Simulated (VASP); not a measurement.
# BN (R3m) in VASP: notebook

Runs on BN. Level: PBEsol. Tasks: vibrations by perturbation theory.

Program: VASP 6.6.1. These are calculated values, not measurements. Logs are shortened: lines on timing, memory, paths and dates and some standing lists are left out, and cuts for length are marked.

### 1 The cell of the first run

Symmetry: R3m, No. 160, trigonal system. Conventional cell: a = 2.469 Å, b = 2.469 Å, c = 7.835 Å, α = 90.00°, β = 90.00°, γ = 120.00°. B (site symmetry 3m) has 3 N at 1.43 Å within 1.9 Å. N (site symmetry 3m) has 3 B at 1.43 Å within 1.9 Å.

### 2 Vibrations by perturbation theory, PBEsol

Input file INCAR:

```
PREC     = Accurate       # precision mode
ENCUT    = 520            # plane-wave cutoff, eV
EDIFF    = 1E-8           # SCF threshold, eV
ISMEAR   = 0              # smearing method
SIGMA    = 0.01           # smearing width, eV
LREAL    = F              # projectors in reciprocal space
LASPH    = T              # aspherical terms in the spheres
NELM     = 60             # most SCF steps
ALGO     = Normal         # electronic algorithm
ISIF     = 2              # what is computed and relaxed
LWAVE    = F              # write WAVECAR
LCHARG   = F              # write CHGCAR
GGA      = PS             # functional
IBRION   = 8              # ionic algorithm
NSW      = 1              # ionic steps
LEPSILON = T              # dielectric tensor by DFPT
```

Input file KPOINTS:

```
Automatic mesh
0
Gamma
  12 12 12
```

Input file POSCAR:

```
BN
1.0
    1.2345583848      0.7127726158      2.6117719362
   -1.2345583848      0.7127726158      2.6117719362
    0.0000000000     -1.4255452315      2.6117719361
B N
1 1
Direct
    1.0021067294      1.0021067294      1.0021067294
    0.3303262706      0.3303262706      0.3303262706
```

Potentials or basis: VASP PAW PBE potentials, release 64 (B, N).

Started as:

```bash
cat potpaw_PBE.64/B/POTCAR potpaw_PBE.64/N/POTCAR > POTCAR
mpirun -np 1 vasp_std > vasp.out
```

OUTCAR:

```text
PREC = Accurate
   ENCUT = 520
   EDIFF = 1E-8
   ISMEAR = 0
   LREAL = F
   LASPH = T
   NELM = 60
   ISIF = 2
   GGA = PS
   IBRION = 8
   NSW = 1
   LEPSILON = T

 ion  position               nearest neighbor table
   1  0.002  0.002  0.002-   2 1.43   2 1.43   2 1.43
   2  0.330  0.330  0.330-   1 1.43   1 1.43   1 1.43

  LATTYP: Found a trigonal (rhomboedric) cell.
 ALAT       =     2.9754885068
 COS(alpha) =     0.6557002492

  Lattice vectors:

 A1 = (   1.2345583848,   0.7127726158,   2.6117719362)
 A2 = (  -1.2345583848,   0.7127726158,   2.6117719362)
 A3 = (   0.0000000000,  -1.4255452315,   2.6117719361)

Analysis of symmetry for initial positions (statically):
=====================================================================
 Subroutine PRICEL returns:
 Original cell was already a primitive cell.

 Routine SETGRP: Setting up the symmetry group for a
 trigonal (rhombohedral) supercell.

 Subroutine GETGRP returns: Found  6 space group operations
 (whereof  6 operations were pure point group operations)
 out of a pool of 12 trial point group operations.

The static configuration has the point symmetry C_3v.

Analysis of symmetry for dynamics (positions and initial velocities):
=====================================================================
 Subroutine PRICEL returns:
 Original cell was already a primitive cell.

 Routine SETGRP: Setting up the symmetry group for a
 trigonal (rhombohedral) supercell.

 Subroutine GETGRP returns: Found  6 space group operations
 (whereof  6 operations were pure point group operations)
 out of a pool of 12 trial point group operations.

The dynamic configuration has the point symmetry C_3v.

 Subroutine INISYM returns: Found  6 space group operations
 (whereof  6 operations are pure point group operations),
 and found     1 'primitive' translations

----------------------------------------------------------------------------------------

                                     Primitive cell

  volume of cell :      13.7895

  direct lattice vectors                    reciprocal lattice vectors
     1.234558385  0.712772616  2.611771936     0.405003122  0.233828661  0.127627274
    -1.234558385  0.712772616  2.611771936    -0.405003122  0.233828661  0.127627274
     0.000000000 -1.425545231  2.611771936     0.000000000 -0.467657323  0.127627274

  length of vectors
     2.975488507  2.975488507  2.975488507     0.484759830  0.484759830  0.484759830

  position of ions in fractional coordinates (direct lattice)
     0.002106729  0.002106729  0.002106729
     0.330326271  0.330326271  0.330326271

  ion indices of the primitive-cell ions
   primitive index   ion index
                 1           1
                 2           2

----------------------------------------------------------------------------------------

 KPOINTS: Automatic mesh

Automatic generation of k-mesh.
[... 427 lines left out ...]

--------------------------------------- Ionic step        2  -------------------------------------------

------------------------ aborting loop because EDIFF is reached ----------------------------------------

--------------------------------------- Ionic step        3  -------------------------------------------

------------------------ aborting loop because EDIFF is reached ----------------------------------------

 PIEZOELECTRIC TENSOR FIELD DIRECTION 3  (e Angst)
 -----------------------------------------------------------------------------
     0.26420  0.00000 -0.00000           (  0.00170  0.00000 -0.00000)
     0.00000  0.26420  0.00000           (  0.00000  0.00170  0.00000)
    -0.00000  0.00000 -0.72624           ( -0.00000  0.00000 -0.00256)

 PIEZOELECTRIC TENSOR FIELD DIRECTION 3  (C/m^2)
 -----------------------------------------------------------------------------
     0.30696  0.00000 -0.00000
     0.00000  0.30696  0.00000
    -0.00000  0.00000 -0.84381

--------------------------------------- Ionic step        4  -------------------------------------------

------------------------ aborting loop because EDIFF is reached ----------------------------------------

[... ionic steps 5 to 5 ...]

--------------------------------------- Ionic step        6  -------------------------------------------

------------------------ aborting loop because EDIFF is reached ----------------------------------------

--------------------------------------- Ionic step        7  -------------------------------------------

------------------------ aborting loop because EDIFF is reached ----------------------------------------

[... ionic steps 8 to 8 ...]

--------------------------------------- Ionic step        9  -------------------------------------------

 Free energy of the ion-electron system (eV)
  ---------------------------------------------------
  ---------------------------------------------------
  free energy    TOTEN  =        -0.23802601 eV

  energy without entropy =       -0.23802601

------------------------ aborting loop because EDIFF is reached ----------------------------------------

 INTERNAL STRAIN TENSOR  FOR ION    2  DIRECTION 3   (eV/Angst):
 -----------------------------------------------------------------------------
    -0.47764  0.00000  0.00000
     0.00000 -0.47764  0.00000
    -0.00000  0.00000  4.56356

 MACROSCOPIC STATIC DIELECTRIC TENSOR (including local field effects in DFT)
 ------------------------------------------------------
           5.569217     0.000000     0.000000
           0.000000     5.569217     0.000000
           0.000000     0.000000     4.283019
 ------------------------------------------------------

 PIEZOELECTRIC TENSOR (including local field effects)  for field in x, y, z        (e  Angst)
          XX          YY          ZZ          XY          YZ          ZX
  --------------------------------------------------------------------------------
  x     0.00000     0.00000     0.00000     1.19073     0.00000     0.09675
  y     1.19073    -1.19073    -0.00000     0.00000     0.09675     0.00000
  z     0.26420     0.26420    -0.72624     0.00000     0.00000     0.00000

 PIEZOELECTRIC TENSOR (including local field effects)  for field in x, y, z        (C/m^2)
          XX          YY          ZZ          XY          YZ          ZX
  --------------------------------------------------------------------------------
  x     0.00000     0.00000     0.00000     1.38348     0.00000     0.11241
  y     1.38348    -1.38348    -0.00000     0.00000     0.11241     0.00000
  z     0.30696     0.30696    -0.84381     0.00000     0.00000     0.00000

 BORN EFFECTIVE CHARGES (including local field effects) (in |e|, cummulative output)
 ---------------------------------------------------------------------------------
 ion    1
    1     2.62251     0.00000     0.00000
    2     0.00000     2.62251     0.00000
    3     0.00000     0.00000     1.40566
 ion    2
    1    -2.62251     0.00000     0.00000
    2     0.00000    -2.62251    -0.00000
    3     0.00000    -0.00000    -1.40566

 INTERNAL STRAIN TENSOR FOR ION    2 for displacements in x,y,z  (eV/Angst):
          X           Y           Z          XY          YZ          ZX
  --------------------------------------------------------------------------------
  x     0.00000    -0.00000    -0.00000    16.26948     0.00000     1.51245
  y    16.26948   -16.26948     0.00000     0.00000     1.21598     0.00000
  z    -0.47764    -0.47764     4.56356     0.00000     0.00000     0.00000

 SECOND DERIVATIVES (NOT SYMMETRIZED)
 ------------------------------------
               1X          1Y          1Z          2X          2Y          2Z
  1X   -46.430091    0.000000   -0.000000   46.430091    0.000000    0.000000
  1Y     0.000000  -46.430091   -0.000000    0.000000   46.430091    0.000000
  1Z     0.000000   -0.000000   -8.564512    0.000000    0.000000    8.564512
  2X    46.437069    0.000000    0.000000  -46.437069   -0.000000    0.000000
  2Y     0.000000   46.437069    0.000000   -0.000000  -46.437069   -0.000000
  2Z     0.000000    0.000000    8.560267    0.000000   -0.000000   -8.560267

 Eigenvectors and eigenvalues of the dynamical matrix
 ----------------------------------------------------

   1 f  =   43.130365 THz   270.996077 2PiTHz 1438.674126 cm-1   178.372778 meV
             X         Y         Z           dx          dy          dz
      0.000000  0.000000  0.016507    -0.751163   -0.000002   -0.000000
      0.000000  0.000000  2.588211     0.660116    0.000002    0.000000
[... 21 lines left out ...]
   6 f/i=    0.002276 THz     0.014303 2PiTHz    0.075930 cm-1     0.009414 meV
             X         Y         Z           dx          dy          dz
      0.000000  0.000000  0.016507     0.000000   -0.000000    0.659996
      0.000000  0.000000  2.588211     0.000000   -0.000000    0.751269

--------------------------------------------------------------------------------------------------------

 MACROSCOPIC STATIC DIELECTRIC TENSOR IONIC CONTRIBUTION
 ------------------------------------------------------
           1.943657     0.000000    -0.000000
           0.000000     1.943657     0.000000
          -0.000000     0.000000     3.028195
 ------------------------------------------------------

 ELASTIC MODULI CONTR FROM IONIC RELAXATION (kBar)
 Direction    XX          YY          ZZ          XY          YZ          ZX
 --------------------------------------------------------------------------------
 XX        -662.1932    655.9342     29.7146     -0.0000    -51.5140      0.0000
 YY         655.9342   -662.1932     29.7146      0.0000     51.5140     -0.0000
 ZZ          29.7146     29.7146   -282.1402      0.0000     -0.0000      0.0000
 XY          -0.0000      0.0000      0.0000   -659.0637     -0.0000    -58.1841
 YZ         -51.5140     51.5140     -0.0000     -0.0000     -4.0265      0.0000
 ZX           0.0000     -0.0000      0.0000    -58.1841      0.0000     -5.1367
 --------------------------------------------------------------------------------

 PIEZOELECTRIC TENSOR IONIC CONTR  for field in x, y, z        (C/m^2)
          XX          YY          ZZ          XY          YZ          ZX
  --------------------------------------------------------------------------------
  x    -0.00000     0.00000     0.00000    -1.06499    -0.00000    -0.09402
  y    -1.06499     1.06499    -0.00000    -0.00000    -0.08324     0.00000
  z     0.09160     0.09160    -0.86975     0.00000    -0.00000     0.00000
```

Wall time 8.8 min (1 thread of Intel Xeon 8259CL, shared host); peak memory 0.37 GiB.

Results:

```yaml
Electronic_dielectric_tensor_diagonal: 5.57, 5.57, 4.28
Born_charges_mean_of_the_diagonal: B +2.22; N -2.22 e
Highest_phonon_frequency_at_Γ_LO-TO_splitting_left_out: 1439 cm⁻¹
```

Phonon frequencies in cm⁻¹ (negative: imaginary):
```tsv
q point	frequencies
(0.000, 0.000, 0.000)	0 0 0 618 1439 1439
```

Electronic dielectric tensor:
```
5.57 0.00 0.00
0.00 5.57 0.00
0.00 0.00 4.28
```

Born effective charge tensors (e):
atom 1, B
```
2.62 0.00 0.00
0.00 2.62 0.00
0.00 0.00 1.41
```
atom 2, N
```
-2.62  0.00  0.00
 0.00 -2.62  0.00
 0.00  0.00 -1.41
```

Caveat: the cell stands under pressure or tension, which shifts response properties.

(Part 1 of 2 ends here.)
